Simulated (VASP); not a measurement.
Runs of VASP 6.6.1 on Ru. The structure is that of space group Fm-3m (No. 225), or close to it. The cells are those of the table. 

```tsv
task	cell	k mesh	cutoff (eV)	gap on the mesh (eV)	pressure (GPa)
relaxation of cell and atoms	relaxed from a = 2.676 Å, angles 60.0°, 1 atom	14 × 14 × 14	600	none	0.0
single point	a = 2.630 Å, angles 60.0°, 1 atom	16 × 16 × 16	520	none	(a)
single point	a = 2.701 Å, angles 60.0°, 1 atom	16 × 16 × 16	520	none	-12.3
single point	a = 2.666 Å, angles 60.0°, 1 atom	16 × 16 × 16	520	none	-0.2
single point	a = 2.666 Å, angles 60.0°, 1 atom	14 × 14 × 14	520	none	-0.1
single point	a = 2.666 Å, angles 60.0°, 1 atom	23 × 23 × 23	520	none	-0.2
single point	a = 2.593 Å, angles 60.0°, 1 atom	16 × 16 × 16	520	none	34.5
single point	a = 2.768 Å, angles 60.0°, 1 atom	16 × 16 × 16	520	none	(b)
```

Alike in all rows: level PBEsol; potentials or basis VASP PAW PBE potentials, release 64 (Ru_pv); no spin polarisation; smearing fermi-dirac 0.1 eV.

Question: Fill in the values left out.

Answer: (a) 15.2; (b) -29.4.

Caveats: the PAW data sets were made with another functional, which shifts forces and pressure a little.

A k mesh can miss the band edges, and the runs leave out spin-orbit coupling on Ru.

A gap of «none» marks levels without a gap at the run's occupations.
